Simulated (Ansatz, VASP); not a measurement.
AlAuC4N4 in VASP and in Ansatz

INCAR

```
SYSTEM = AlAuC4N4
  PREC = Accurate
  ENCUT = 600
  EDIFF = 1E-6
  ISMEAR = 0
  SIGMA = 0.1
  LREAL = .FALSE.
  LASPH = .TRUE.
  NELM = 100
  ALGO = Normal
  ISIF = 3
  LWAVE = .FALSE.
  LCHARG = .FALSE.
  GGA = PE
  IBRION = 2
  NSW = 90
  EDIFFG = -0.04
```

KPOINTS

```
Automatic mesh
0
G
  4 4 4
  0 0 0
```

The input POSCAR:

```
AlAuC4N4
1.0
    5.8341244700      0.0000000000      0.0000000000
    0.0000000000      5.8341244700      0.0000000000
    0.0000000000      0.0000000000      5.8341244700
Al C Au N
1 4 1 4
Direct
    0.0000000000      0.0000000000      0.0000000000
    0.1855517100      0.1855517100      0.1855517100
    0.1855517100      0.8144482900      0.8144482900
    0.8144482900      0.1855517100      0.8144482900
    0.8144482900      0.8144482900      0.1855517100
    0.5000000000      0.5000000000      0.5000000000
    0.3013359700      0.3013359700      0.3013359700
    0.3013359700      0.6986640300      0.6986640300
    0.6986640300      0.3013359700      0.6986640300
    0.6986640300      0.6986640300      0.3013359700
```

Input for Ansatz:

```yaml
crystal:
  lattice:
    - [5.83412447, 0.0, 0.0]
    - [0.0, 5.83412447, 0.0]
    - [0.0, 0.0, 5.83412447]
  atoms:
    - { symbol: Al, position: [0.0, 0.0, 0.0] }
    - { symbol: C, position: [0.18555171, 0.18555171, 0.18555171] }
    - { symbol: C, position: [0.18555171, 0.81444829, 0.81444829] }
    - { symbol: C, position: [0.81444829, 0.18555171, 0.81444829] }
    - { symbol: C, position: [0.81444829, 0.81444829, 0.18555171] }
    - { symbol: Au, position: [0.5, 0.5, 0.5] }
    - { symbol: "N", position: [0.30133597, 0.30133597, 0.30133597] }
    - { symbol: "N", position: [0.30133597, 0.69866403, 0.69866403] }
    - { symbol: "N", position: [0.69866403, 0.30133597, 0.69866403] }
    - { symbol: "N", position: [0.69866403, 0.69866403, 0.30133597] }
basis:
  ecutwfc: 420
kpoints:
  mp_grid: { grid: [4, 4, 4] }
hamiltonian:
  xc: pbe
scf:
  occupations: { method: gaussian, width: 0.1 }
  lower_state_search: "off"
output:
  forces: true
  stress: true
  eigenvalues: true
relax:
  adjacent_minimum: "off"
  f_tol: 0.04
  max_steps: 70
  cell: { stress_tol: 0.4 }
```

Alike in both runs: task relaxation of cell and atoms; functional PBE; k mesh 4 × 4 × 4; occupations gaussian, width 0.1 eV; no spin polarisation.

```csv
,VASP,Ansatz
version,VASP 6.6.1,Ansatz 0.2.0
potentials or method,"VASP PAW PBE potentials, release 64 (Al, C, Au, N), cutoff 600 eV","scalar-relativistic, plane waves, PAW"
valence electrons in the cell,50,58
```

VASP gave:

| Item | Value |
| --- | --- |
| gap on the k mesh at the Fermi level, each at its own relaxed structure (eV) | 3.47 |
| relaxed volume (Å³/atom) | 23.21 |
| relaxed cell length with the largest relative difference (Å) | 6.145 |

Question: Which values does Ansatz return?

Answer: gap on the k mesh at the Fermi level, each at its own relaxed structure (eV): 3.48; relaxed volume (Å³/atom): 23.18; relaxed cell length with the largest relative difference (Å): 6.143.

VASP's potentials hold 50 valence electrons a cell and Ansatz's 58, so a difference there can come from the potentials and not from the codes.

Neither program's run includes spin-orbit coupling. Noted on VASP's run: the standard files for N, O and F lose accuracy on very short bonds; the volume moved by over 15 % at a fixed basis, so the end points are rough.
